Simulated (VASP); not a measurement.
A run of VASP 6.6.1 is set up as follows.

File INCAR:

```
SYSTEM = Ca
PREC     = Accurate       ! precision mode
ENCUT    = 520            ! plane-wave cutoff, eV
EDIFF    = 1E-7           ! SCF threshold, eV
ISMEAR   = -1             ! smearing method
SIGMA    = 0.05           ! smearing width, eV
LREAL    = .False.        ! projectors in reciprocal space
LASPH    = .True.         ! aspherical terms in the spheres
NELM     = 60             ! most SCF steps
ALGO     = Normal         ! electronic algorithm
ISIF     = 2              ! what is computed and relaxed
LWAVE    = .False.        ! write WAVECAR
LCHARG   = .True.         ! write CHGCAR
GGA      = PE             ! functional
IVDW     = 12             ! dispersion correction
LELF     = .True.         ! ELF
LVHAR    = .True.       
NBANDS   = 11             ! bands
```

The input KPOINTS:

```
regular mesh
0
Gamma
  8 8 8
  0 0 0
```

The input POSCAR:

```
Ca
1.0
    0.0000000000      2.7202404453      2.7202404453
    2.7202404453      0.0000000000      2.7202404453
    2.7202404453      2.7202404453      0.0000000000
Ca
1
Direct
    0.0000000000      0.0000000000      0.0000000000
```

Potentials or basis: VASP PAW PBE potentials, release 64 (Ca_sv).

Launch:

```sh
$ cat potpaw_PBE.64/Ca_sv/POTCAR > POTCAR
$ mpirun -np 1 vasp_std > vasp.out
```

Predict the band gap on the k mesh.

zero (bands 5 and 6 overlap by 0.29 eV).

What does it give for the pressure?

-0.1 GPa.

Caveat: three body term missing.
